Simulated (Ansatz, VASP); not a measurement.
## One calculation of Zr, two programs

File INCAR:

```
SYSTEM = Zr
ALGO     = Normal         ! electronic algorithm
EDIFF    = 1E-6           ! SCF threshold, eV
EDIFFG   = -0.01          ! ionic threshold
ENCUT    = 600            ! plane-wave cutoff, eV
GGA      = PE             ! functional
IBRION   = 2              ! ionic algorithm
ISIF     = 3              ! what is computed and relaxed
ISMEAR   = -1             ! smearing method
LASPH    = .TRUE.         ! aspherical terms in the spheres
LCHARG   = .FALSE.        ! write CHGCAR
LREAL    = .FALSE.        ! projectors in reciprocal space
LWAVE    = .FALSE.        ! write WAVECAR
NELM     = 100            ! most SCF steps
NSW      = 80             ! ionic steps
PREC     = Accurate       ! precision mode
SIGMA    = 0.1            ! smearing width, eV
```

KPOINTS

```
k-points
0
G
  7 7 10
  0 0 0
```

POSCAR

```
Zr
1.0
    5.0859926290      0.0000000000      0.0000000000
   -2.5429963145      4.4045988202      0.0000000000
    0.0000000000      0.0000000000      3.1177134816
Zr
3
Direct
    0.0000000000      0.0000000000      0.0000000000
    0.3333333333      0.6666666667      0.5000000000
    0.6666666667      0.3333333333      0.5000000000
```

Input for Ansatz:

```yaml
crystal:
  lattice:
    - [5.085992629, 0.0, 0.0]
    - [-2.5429963145, 4.4045988202, 0.0]
    - [0.0, 0.0, 3.1177134816]
  atoms:
    - { symbol: Zr, position: [0.0, 0.0, 0.0] }
    - { symbol: Zr, position: [0.3333333333, 0.6666666667, 0.5] }
    - { symbol: Zr, position: [0.6666666667, 0.3333333333, 0.5] }
hamiltonian:
  xc: pbe
  pseudopotentials:
    kind: paw
    azcp:
      Zr: "pseudopotentials/Zr.paw.azcp"
basis:
  ecutwfc: 420
  fft_grid_basis: typed
kpoints:
  mp_grid: { grid: [7, 7, 10], shift: [0, 0, 0] }
magnetization:
  spin_polarized: false
scf:
  occupations: { method: fermi_dirac, width: 0.1 }
relax:
  max_steps: 60
  f_tol: 0.01
  cell: {}
```

Alike in both runs: task relaxation of cell and atoms; functional PBE; k mesh 7 × 7 × 10; occupations fermi-dirac, width 0.1 eV; no spin polarisation.

```csv
,VASP,Ansatz
version,VASP 6.6.1,Ansatz 0.2.0
potentials or method,"VASP PAW PBE potentials, release 64 (Zr_sv), cutoff 600 eV","plane waves (420 eV) with PAW, scalar-relativistic"
valence electrons in the cell,36,36
```

Ansatz gave:

| Quantity | Value |
| --- | --- |
| relaxed volume (Å³/atom) | 23.12 |
| relaxed length of the cell vector where the two differ most in proportion (Å) | 5.047 |

What did VASP give for the same quantities?

Relaxed volume (Å³/atom): 23.13; relaxed length of the cell vector where the two differ most in proportion (Å): 5.048.
